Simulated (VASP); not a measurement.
# Li7Cl8 (a cell with a defect) in VASP: further runs, part 2 of 2

VASP 6.6.1.

## Step 3: Single point, PBE

Contents of INCAR:

```
SYSTEM = Li7Cl8
PREC = Accurate
ENCUT = 520
EDIFF = 1E-7
ISMEAR = 1
SIGMA = 0.15
LREAL = Auto
LASPH = .True.
NELM = 60
ALGO = Normal
ISIF = 2
LWAVE = .False.
LCHARG = .True.
GGA = PE
LELF = .True.
LVHAR = .True.
NBANDS = 52
```

Contents of KPOINTS:

```
regular mesh
0
Gamma
  3 3 3
  0 0 0
```

Contents of POSCAR:

```
Li7Cl8
1.0
    0.0000000000      5.1028676200      5.1028676200
    5.1028676200      0.0000000000      5.1028676200
    5.1028676200      5.1028676200      0.0000000000
Li Cl
7 8
Direct
    0.0003849796     -0.1619909748      0.0001619678
    0.0085984986      0.0123111169      0.4708987532
   -0.0080661509      0.4915394023      0.5291529589
    0.4711227449      0.0123746107      0.0084166401
    0.5002675339      0.0121410165      0.5001805240
    0.5294606290      0.4914802199     -0.0082519287
    0.5004001064      0.4849342927      0.5000575539
    0.2469915142      0.2639172913      0.2468570799
    0.2597193576      0.2535091240      0.7406154307
    0.2364073674      0.7538771895      0.2361216457
    0.2853709146      0.7435476055      0.7149133138
    0.7407865109      0.2534636593      0.2596194138
    0.7641986409      0.2260477022      0.7640546043
    0.7151842399      0.7435896407      0.2852371663
    0.7535424758      0.7574079494      0.7533921681
```

Potentials or basis: VASP PAW PBE potentials, release 64 (Li_sv, Cl).

The run is started by

```
$ cat potpaw_PBE.64/Li_sv/POTCAR potpaw_PBE.64/Cl/POTCAR > POTCAR
$ mpirun -np 1 vasp_std > vasp.out
```

OUTCAR:

```text
SYSTEM = Li7Cl8
   PREC = Accurate
   ENCUT = 520
   EDIFF = 1E-7
   ISMEAR = 1
   LREAL = Auto
   LASPH = .True.
   NELM = 60
   ISIF = 2
   GGA = PE

 ion  position               nearest neighbor table
   1  0.000  0.838  0.000-  14 2.17  11 2.17
   2  0.009  0.012  0.471-  12 2.45   8 2.51  10 2.52  13 2.60  15 2.61
   3  0.992  0.492  0.529-   9 2.45  15 2.51  13 2.52  10 2.60   8 2.61
   4  0.471  0.012  0.008-   9 2.45   8 2.51  10 2.52  13 2.60  15 2.61
   5  0.500  0.012  0.500-   9 2.46  12 2.46  14 2.48  11 2.48  15 2.58   8 2.59
   6  0.529  0.491  0.992-  12 2.45  15 2.51  13 2.52  10 2.60   8 2.61
   7  0.500  0.485  0.500-  12 2.41   9 2.41  14 2.43  11 2.43
   8  0.247  0.264  0.247-   4 2.51   2 2.51   5 2.59   3 2.61   6 2.61
   9  0.260  0.254  0.741-   7 2.41   4 2.45   3 2.45   5 2.46
  10  0.236  0.754  0.236-   2 2.52   4 2.52   6 2.60   3 2.60
  11  0.285  0.744  0.715-   1 2.17   7 2.43   5 2.48
  12  0.741  0.253  0.260-   7 2.41   2 2.45   6 2.45   5 2.46
  13  0.764  0.226  0.764-   6 2.52   3 2.52   4 2.60   2 2.60
[... 953 lines left out ...]

  FORCE on cell =-STRESS in cart. coord.  units (eV):
  Direction    XX          YY          ZZ          XY          YZ          ZX
  --------------------------------------------------------------------------------------
  -------------------------------------------------------------------------------------
  Total        3.4131026      0.3522326      3.4114544      0.0004389     -0.0002696     -1.6615430
  in kB       20.5772355      2.1235731     20.5672982      0.0026464     -0.0016254    -10.0172676
  external PRESSURE =      14.4227023 kB  Pullay stress =       0.0000000 kB

 VOLUME and BASIS-vectors are now :
 -----------------------------------------------------------------------------
  energy-cutoff  :      520.00
  volume of cell :      265.75
      direct lattice vectors                 reciprocal lattice vectors
     0.000000000  5.102867620  5.102867620    -0.097984121  0.097984121  0.097984121
     5.102867620  0.000000000  5.102867620     0.097984121 -0.097984121  0.097984121
     5.102867620  5.102867620  0.000000000     0.097984121  0.097984121 -0.097984121

 POSITION                                       TOTAL-FORCE (eV/Angst)
 -----------------------------------------------------------------------------------
      4.27708      0.00279      4.27821         0.357833      0.000618      0.359732
      2.46576      2.44681      0.10670         0.021473      0.027664     -0.040628
      5.20846      7.76190      7.56997        -0.039746     -0.027249      0.020762
      0.10610      2.44703      2.46722        -0.040510      0.027124      0.020917
      2.61431      5.10515      2.61475        -0.024003      0.000112     -0.023583
      7.56872      7.76253      5.20973         0.021196     -0.027504     -0.040456
      5.02628      5.10520      5.02803         0.015029      0.000091      0.013913
      2.60641      2.52004      2.60710        -0.062873      0.033642     -0.062384
      5.07289      5.10458      2.61894        -0.034977      0.000621     -0.043849
      5.05183      2.41125      5.05329         0.016789     -0.029050      0.016267
      7.44233      5.10432      5.25043        -0.071177      0.000608     -0.067282
      2.61820      5.10494      5.07353        -0.044565     -0.000130     -0.034598
      5.05236      7.79847      5.05310         0.016505      0.027776      0.016479
      5.24997      5.10502      7.44393        -0.067293      0.000110     -0.072135
      7.70941      7.68969      7.71018        -0.063680     -0.034432     -0.063155
 -----------------------------------------------------------------------------------
    total drift:                               -0.001016     -0.000732     -0.001273

  FREE ENERGIE OF THE ION-ELECTRON SYSTEM (eV)
  ---------------------------------------------------
  free  energy   TOTEN  =       -52.0315207123 eV

  energy  without entropy=      -52.0034648511  energy(sigma->0) =      -52.02216876
```

OSZICAR:

```text
N       E                     dE             d eps       ncg     rms          rms(c)
DAV:   1     0.658664242131E+03    0.65866E+03   -0.32558E+04  1456   0.146E+03
DAV:   2     0.293249000624E+02   -0.62934E+03   -0.59760E+03  1840   0.345E+02
DAV:   3    -0.444884093114E+02   -0.73813E+02   -0.73398E+02  1960   0.111E+02
[... 11 lines left out ...]
DAV:  15    -0.520315197184E+02   -0.16413E-05   -0.40804E-06  1832   0.711E-03    0.353E-03
DAV:  16    -0.520315203997E+02   -0.68132E-06   -0.10203E-06  1888   0.367E-03    0.172E-03
DAV:  17    -0.520315205427E+02   -0.14306E-06   -0.25511E-07  1528   0.159E-03    0.103E-03
DAV:  18    -0.520315206696E+02   -0.12691E-06   -0.98107E-08  1392   0.127E-03    0.570E-04
DAV:  19    -0.520315207123E+02   -0.42643E-07   -0.23754E-08  1232   0.669E-04
   1 F= -.52031521E+02 E0= -.52022169E+02  d E =-.280559E-01
```

stdout:

```text
POSCAR found type information on POSCAR LiCl
 POSCAR found :  2 types and      15 ions
 scaLAPACK will be used
 LDA part: xc-table for (Slater+PW92), standard interpolation
 POSCAR, INCAR and KPOINTS ok, starting setup
 FFT: planning ... GRIDC
 FFT: planning ... GRID_SOFT
 FFT: planning ... GRID
 WAVECAR not read
 entering main loop
```

Run time: 5.8 min. Hardware: 1 thread of Intel Xeon Platinum 8488C (Sapphire Rapids), shared host; peak memory 0.41 GiB.

Results:

| Quantity | Value |
| --- | --- |
| Free energy | -52.0315 eV |
| Largest force | 0.507 eV/Å |
| Band gap on the k mesh | zero (an odd number of electrons rules out a gap without spin polarisation) |

Forces in eV/Å, atoms in the order of the input:
```
Li   0.358  0.001  0.360
Li   0.021  0.028 -0.041
Li  -0.040 -0.027  0.021
Li  -0.041  0.027  0.021
Li  -0.024  0.000 -0.024
Li   0.021 -0.028 -0.040
Li   0.015  0.000  0.014
Cl  -0.063  0.034 -0.062
Cl  -0.035  0.001 -0.044
Cl   0.017 -0.029  0.016
Cl  -0.071  0.001 -0.067
Cl  -0.045  0.000 -0.035
Cl   0.017  0.028  0.016
Cl  -0.067  0.000 -0.072
Cl  -0.064 -0.034 -0.063
```

Caveat: the cutoff is under 1.25 times the usual one of these potentials, so pressure, stress and relaxed cells hold a basis-set (Pulay) error; an odd number of electrons without spin polarisation forces a metal; a magnetic or distorted state may lie lower.

## Step 4: Single point, PBE

Contents of INCAR:

```
SYSTEM = Li7Cl8
ALGO     = Normal         ! electronic algorithm
EDIFF    = 1E-6           ! SCF threshold, eV
ENCUT    = 520            ! plane-wave cutoff, eV
GGA      = PE             ! functional
ISIF     = 2              ! what is computed and relaxed
ISMEAR   = 1              ! smearing method
LASPH    = .TRUE.         ! aspherical terms in the spheres
LCHARG   = .FALSE.        ! write CHGCAR
LREAL    = Auto         
LWAVE    = .FALSE.        ! write WAVECAR
NBANDS   = 52             ! bands
NELM     = 60             ! most SCF steps
PREC     = Accurate       ! precision mode
SIGMA    = 0.15           ! smearing width, eV
```

Contents of KPOINTS:

```
k-points
0
G
  3 3 3
  0 0 0
```

Contents of POSCAR:

```
Li7Cl8
1.0
    0.0000000000      5.1028676200      5.1028676200
    5.1028676200      0.0000000000      5.1028676200
    5.1028676200      5.1028676200      0.0000000000
Li Cl
7 8
Direct
    0.0006410121     -0.3376650402      0.0000599663
    0.0087687950      0.0091785646      0.4708176223
   -0.0079017335      0.4884378129      0.5290410610
    0.4713590826      0.0092007090      0.0083210076
    0.5004108847      0.0156581565      0.5001190879
    0.5296273980      0.4883343417     -0.0083344314
    0.5006038154      0.4884243891      0.5000057203
    0.2364884002      0.2745930532      0.2360756911
    0.2598765241      0.2471720989      0.7405538966
    0.2472741983      0.7431881018      0.2467341099
    0.2855191646      0.7571749431      0.7148297333
    0.7409797356      0.2470717632      0.2595216256
    0.7536925875      0.2367309109      0.7532820340
    0.7153761908      0.7571280087      0.2851167438
    0.7643770700      0.7467058297      0.7639753351
```

The run is started by

```
$ cat potpaw_PBE.64/Li_sv/POTCAR potpaw_PBE.64/Cl/POTCAR > POTCAR
$ mpirun -np 1 vasp_std > vasp.out
```

Run time: 5.4 min. Hardware: 1 thread of Intel Xeon Platinum 8488C (Sapphire Rapids), shared host; peak memory 0.42 GiB.

Results (log left out):

- Free energy: -52.0320 eV
- Largest force: 0.509 eV/Å
- Band gap on the k mesh: zero (an odd number of electrons rules out a gap without spin polarisation)

Forces in eV/Å, atoms in the order of the input:
```
Li  -0.358  0.000 -0.362
Li   0.039  0.027 -0.022
Li  -0.021 -0.027  0.039
Li  -0.022  0.026  0.039
Li  -0.015  0.000 -0.014
Li   0.040 -0.027 -0.022
Li   0.024  0.000  0.024
Cl  -0.016 -0.028 -0.015
Cl   0.045  0.000  0.036
Cl   0.063  0.034  0.063
Cl   0.067  0.001  0.073
Cl   0.036  0.000  0.045
Cl   0.063 -0.034  0.063
Cl   0.070  0.000  0.068
Cl  -0.016  0.028 -0.016
```

Levels at points of the mesh, in eV from the Fermi level:
| k point | band 36 | band 37 | band 38 | band 39 | band 40 | band 41 | band 42 | band 43 |
| --- | --- | --- | --- | --- | --- | --- | --- | --- |
| (0.00, 0.00, 0.00) | -0.09 | 0.01 | 0.04 | 0.04 | 6.51 | 6.72 | 7.07 | 7.24 |

Caveat: the cutoff is under 1.25 times the usual one of these potentials, so pressure, stress and relaxed cells hold a basis-set (Pulay) error; an odd number of electrons without spin polarisation forces a metal; a magnetic or distorted state may lie lower.

## Step 5: Single point, PBE

Contents of INCAR:

```
SYSTEM = Li7Cl8
PREC = Accurate ; ENCUT = 520
EDIFF = 1E-6 ; ISMEAR = 1
SIGMA = 0.15 ; LREAL = Auto
LASPH = .True. ; NELM = 80
ALGO = Normal ; ISIF = 2
LWAVE = .False. ; LCHARG = .True.
GGA = PE ; LELF = .True.
LVHAR = .True. ; NBANDS = 52
```

Contents of KPOINTS:

```
Automatic mesh
0
Gamma
  3 3 3
  0 0 0
```

Contents of POSCAR:

```
Li7Cl8
1.0
    0.0000000000      5.1028676200      5.1028676200
    5.1028676200      0.0000000000      5.1028676200
    5.1028676200      5.1028676200      0.0000000000
Li Cl
7 8
Direct
    0.0007119526     -0.4216609484     -0.0000511477
    0.0056776899      0.0048932290      0.4818532800
   -0.0046032940      0.4920621476      0.5178746926
    0.4825614112      0.0048847044      0.0050630355
    0.5004938772      0.0105687633      0.5000821479
    0.5186232913      0.4919161513     -0.0051796366
    0.5006816148      0.4954257465      0.4999714259
    0.2412832532      0.2645086254      0.2407288590
    0.2578822533      0.2499533782      0.7426153846
    0.2521798714      0.7425421904      0.2515517931
    0.2692730054      0.7556699070      0.7311934735
    0.7431119681      0.2498216875      0.2574370134
    0.7489448648      0.2457605396      0.7483918425
    0.7318375232      0.7555831911      0.2686900978
    0.7597950385      0.7459963267      0.7592433879
```

Potentials or basis: VASP PAW PBE potentials, release 64 (Li_sv, Cl).

The run is started by

```
$ cat potpaw_PBE.64/Li_sv/POTCAR potpaw_PBE.64/Cl/POTCAR > POTCAR
$ mpirun -np 1 vasp_std > vasp.out
```

OUTCAR:

```text
SYSTEM = Li7Cl8
   PREC = Accurate
   ENCUT = 520
   EDIFF = 1E-6
   ISMEAR = 1
   LREAL = Auto
   LASPH = .True.
   NELM = 80
   ISIF = 2
   GGA = PE

 ion  position               nearest neighbor table
   1  0.001  0.578  1.000-  11 2.32  14 2.32   8 2.51  15 2.51
   2  0.006  0.005  0.482-  12 2.49  10 2.52   8 2.53  15 2.58  13 2.59  11 2.62
   3  0.995  0.492  0.518-   9 2.49  13 2.52  15 2.53   8 2.58  10 2.59  14 2.62
   4  0.483  0.005  0.005-   9 2.49  10 2.52   8 2.53  15 2.58  13 2.59  14 2.62
   5  0.500  0.011  0.500-  12 2.46   9 2.46  11 2.48  14 2.48
   6  0.519  0.492  0.995-  12 2.49  13 2.52  15 2.53   8 2.58  10 2.59  11 2.62
   7  0.501  0.495  0.500-  12 2.49   9 2.49  14 2.51  11 2.51  13 2.53  10 2.54
   8  0.241  0.265  0.241-   1 2.51   2 2.53   4 2.53   3 2.58   6 2.58
   9  0.258  0.250  0.743-   5 2.46   4 2.49   3 2.49   7 2.49
  10  0.252  0.743  0.252-   2 2.52   4 2.52   7 2.54   3 2.59   6 2.59
  11  0.269  0.756  0.731-   1 2.32   5 2.48   7 2.51   2 2.62   6 2.62
  12  0.743  0.250  0.257-   5 2.46   2 2.49   6 2.49   7 2.49
[... 954 lines left out ...]

  FORCE on cell =-STRESS in cart. coord.  units (eV):
  Direction    XX          YY          ZZ          XY          YZ          ZX
  --------------------------------------------------------------------------------------
  -------------------------------------------------------------------------------------
  Total        1.6259532      0.6285876      1.6329070      0.0014234      0.0008308     -0.3462443
  in kB        9.8027000      3.7896886      9.8446239      0.0085813      0.0050086     -2.0874702
  external PRESSURE =       7.8123375 kB  Pullay stress =       0.0000000 kB

 VOLUME and BASIS-vectors are now :
 -----------------------------------------------------------------------------
  energy-cutoff  :      520.00
  volume of cell :      265.75
      direct lattice vectors                 reciprocal lattice vectors
     0.000000000  5.102867620  5.102867620    -0.097984121  0.097984121  0.097984121
     5.102867620  0.000000000  5.102867620     0.097984121 -0.097984121  0.097984121
     5.102867620  5.102867620  0.000000000     0.097984121  0.097984121 -0.097984121

 POSITION                                       TOTAL-FORCE (eV/Angst)
 -----------------------------------------------------------------------------------
      8.05379      5.10624      2.95482        -0.194075     -0.001270     -0.194366
      2.48380      2.48781      0.05394         0.031199      0.020047     -0.015713
      5.15357      7.72202      7.59031        -0.015073     -0.018808      0.030788
      0.05076      2.48828      2.48737        -0.015401      0.019864      0.030123
      2.60578      5.10581      2.60788        -0.019502      0.000074     -0.018946
      7.58662      7.72290      5.15665         0.031526     -0.019989     -0.015005
      5.07938      5.10620      5.08300         0.021633     -0.000933      0.021909
      2.57816      2.45964      2.58099        -0.012175      0.026733     -0.011698
      5.06495      5.10541      2.59142         0.049505     -0.000012      0.023447
      5.07273      2.57048      5.07594         0.048737      0.021833      0.048428
      7.58727      5.10525      5.23015         0.048143      0.000820     -0.033568
      2.58847      5.10567      5.06681         0.023188     -0.000568      0.049929
      5.07303      7.64071      5.07585         0.048286     -0.021914      0.048091
      5.22673      5.10556      7.59011        -0.033888      0.000389      0.048424
      7.68104      7.75145      7.68385        -0.012104     -0.026268     -0.011843
 -----------------------------------------------------------------------------------
    total drift:                               -0.000325     -0.000991     -0.001661

  FREE ENERGIE OF THE ION-ELECTRON SYSTEM (eV)
  ---------------------------------------------------
  free  energy   TOTEN  =       -52.3214703965 eV

  energy  without entropy=      -52.2876056126  energy(sigma->0) =      -52.31018214
```

stdout:

```text
POSCAR found type information on POSCAR LiCl
 POSCAR found :  2 types and      15 ions
 scaLAPACK will be used
 LDA part: xc-table for (Slater+PW92), standard interpolation
 POSCAR, INCAR and KPOINTS ok, starting setup
 FFT: planning ... GRIDC
 FFT: planning ... GRID_SOFT
 FFT: planning ... GRID
 WAVECAR not read
 entering main loop
```

It took 5.1 min on 1 thread of Intel Xeon Platinum 8488C (Sapphire Rapids), shared host; peak memory 0.42 GiB.

Results:

```yaml
Free_energy: -52.3215 eV
Largest_force: 0.275 eV/Å
Band_gap_on_the_k_mesh: zero (an odd number of electrons rules out a gap without spin polarisation)
```

Forces on the atoms (eV/Å):
```
Li  -0.194 -0.001 -0.194
Li   0.031  0.020 -0.016
Li  -0.015 -0.019  0.031
Li  -0.015  0.020  0.030
Li  -0.020  0.000 -0.019
Li   0.032 -0.020 -0.015
Li   0.022 -0.001  0.022
Cl  -0.012  0.027 -0.012
Cl   0.050  0.000  0.023
Cl   0.049  0.022  0.048
Cl   0.048  0.001 -0.034
Cl   0.023 -0.001  0.050
Cl   0.048 -0.022  0.048
Cl  -0.034  0.000  0.048
Cl  -0.012 -0.026 -0.012
```

Caveat: the cutoff is under 1.25 times the usual one of these potentials, so pressure, stress and relaxed cells hold a basis-set (Pulay) error; an odd number of electrons without spin polarisation forces a metal; a magnetic or distorted state may lie lower.
